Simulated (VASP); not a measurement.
# CdS: single point with LDA

The system is CdS.

```
CELL_PARAMETERS angstrom
3.89844 0.00000 0.00000
0.00000 5.51149 0.00000
0.00000 0.00000 3.89810
ATOMIC_POSITIONS crystal
Cd 0.50000 0.50000 0.24303
Cd 0.00000 0.00000 0.75697
S 0.50000 0.00000 0.25516
S 0.00000 0.50000 0.74484
```

* Program: VASP 6.6.1
* Task: single point
* Functional: LDA
* Potentials or basis: VASP PAW LDA potentials, release 64 (Cd, S)
* Cutoff: 520 eV
* k mesh: 6 × 4 × 6
* Occupations: fermi-dirac, width 0.1 eV
* Spin: no spin polarisation
* Dipole correction: no
* Further INCAR settings: ALGO = Normal; EDIFF = 1e-06; NBANDS = 26

```yaml
Pressure: -6.6 GPa
Largest_force: 0.034 eV/Å
```

Forces in eV/Å, atoms in the order of the input:
```
Cd   0.000  0.000  0.020
Cd   0.000  0.000 -0.020
S    0.000  0.000 -0.034
S    0.000  0.000  0.034
```

Levels at points of the mesh, in eV from the Fermi level:
```tsv
k point	band 16	band 17	band 18	band 19	band 20	band 21
(0.00, 0.00, 0.00)	-0.93	-0.93	-0.93	-0.20	0.38	5.75
(0.50, 0.00, 0.00)	-2.49	-0.36	-0.36	4.00	4.00	4.96
(0.00, 0.50, 0.00)	-1.58	-1.58	-1.58	2.61	2.61	6.11
(0.50, 0.50, 0.00)	-0.22	-0.22	-0.22	3.12	3.12	5.52
(0.00, 0.00, 0.50)	-2.48	-0.37	-0.35	3.98	4.01	4.96
(0.50, 0.00, 0.50)	-2.30	-2.30	-2.30	-0.20	-0.20	5.75
(0.00, 0.50, 0.50)	-0.22	-0.22	-0.22	3.12	3.12	5.52
(0.50, 0.50, 0.50)	-3.37	-3.10	-3.10	2.98	2.98	6.25
```

It took 100 s on 1 thread of Intel Xeon 8259CL, with other jobs on the host, peak memory 0.21 GiB.

Caveat: the cell stands under tension.
